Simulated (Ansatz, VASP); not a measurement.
**Ga2Te2Pd in VASP and in Ansatz**

```
Ga Te Pd
1.0
     4.42427    0.00000    0.00000
    -2.21214    3.83153    0.00000
     0.00000    0.00000   15.73015
Ga Te Pd
4 4 2
Cartesian
  0.0000 0.0000 5.1905
  0.0000 0.0000 2.6745
  0.0000 0.0000 13.0556
  0.0000 0.0000 10.5396
  0.0000 2.5544 1.5026
  0.0000 2.5544 6.3624
  2.2121 1.2772 9.3677
  2.2121 1.2772 14.2275
  0.0000 0.0000 7.8651
  0.0000 0.0000 0.0000
```

Alike in both runs: functional PBE; k mesh 12 × 12 × 2; occupations gaussian, width 0.1 eV; no spin polarisation.

Ansatz relaxed the structure, and its values are those at the end. VASP's run is a single point on that final structure, the one shown.

```csv
,VASP,Ansatz
version,VASP 6.6.1,Ansatz 0.2.0
potentials or method,"VASP PAW PBE potentials, release 64 (Ga_d, Te, Pd), cutoff 520 eV","scalar-relativistic, plane waves, PAW"
valence electrons in the cell,96,152
```

Ansatz gave:

| Property | Result |
| --- | --- |
| gap on the k mesh at the Fermi level (eV) | none |
| pressure (GPa) | 0.0 |
| rms of the force components (eV/Å) | 0.000 |

Question: What did VASP give for the same quantities?

Answer: gap on the k mesh at the Fermi level (eV): none; pressure (GPa): 0.0; rms of the force components (eV/Å): 0.007.

A gap of «none» marks a metal or a gap that the smearing closes. VASP's potentials hold 96 valence electrons a cell and Ansatz's 152, so a difference there can come from the potentials and not from the codes.

Neither program's run includes spin-orbit coupling.
